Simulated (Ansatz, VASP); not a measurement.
## Two plane-wave programs on C

```
C
1.0
     2.46125    0.00000    0.00000
    -1.23062    2.13150    0.00000
     0.00000    0.00000    4.19803
C
4
Direct
  0.33333 0.66667 0.00003
  0.66667 0.33333 0.50003
  0.33333 0.66667 0.37397
  0.66667 0.33333 0.87397
```

Change from the starting cell: strained cell.

Alike in both runs: functional PBEsol; k mesh 9 × 9 × 6; occupations gaussian, width 0.02 eV; no spin polarisation.

Ansatz relaxed the structure, and its values are those at the end. VASP's run is a single point on that final structure, the one shown.

```csv
,VASP,Ansatz
version,VASP 6.6.1,Ansatz 0.2.0
potentials or method,"VASP PAW PBE potentials, release 64 (C_h), cutoff 1300 eV","scalar-relativistic, plane waves, PAW"
valence electrons in the cell,16,16
```

VASP gave:

| Quantity | Value |
| --- | --- |
| gap on the k mesh at the Fermi level (eV) | 2.90 |
| least direct gap on the mesh (eV) | 4.70 |
| pressure (GPa) | 10.4 |

Estimate Ansatz's values.

gap on the k mesh at the Fermi level (eV): 2.92; least direct gap on the mesh (eV): 4.69; pressure (GPa): 10.1.

VASP's potentials were made for PBE, not for PBEsol, and Ansatz warns of the same on its side. With one functional, cell and mesh, what is left measures potentials, basis and numerics. Ansatz's warnings: stress scf threshold loose.
